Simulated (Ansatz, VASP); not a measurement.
**TaN: VASP beside Ansatz**

```
Ta N
1.0
     0.00000    2.21132    2.21132
     2.21132    0.00000    2.21132
     2.21132    2.21132    0.00000
Ta N
1 1
Cartesian
  2.2113 2.2113 2.2113
  0.0000 0.0000 0.0000
```

Alike in both runs: functional BLYP; k mesh 10 × 10 × 10; occupations fermi-dirac, width 0.05 eV; no spin polarisation.

```csv
,VASP,Ansatz
version,VASP 6.6.1,Ansatz 0.2.0
potentials or method,"VASP PAW PBE potentials, release 64 (Ta_sv_GW, N)",Ansatz PAW
plane-wave cutoff (eV),700,420
valence electrons in the cell,18,18
task,single point,band structure
```

VASP gave:

```
gap on the k mesh at the Fermi level (eV) : none
pressure (GPa)                            : 11.0
```

**Question.** Which values does Ansatz return?

**Answer.** gap on the k mesh at the Fermi level (eV): none; pressure (GPa): 10.3.

VASP's potentials were made for PBE, not for BLYP. A gap of «none» marks a metal or a gap that the smearing closes. With one functional, cell and mesh, what is left measures potentials, basis and numerics.

Spin-orbit coupling is off throughout.
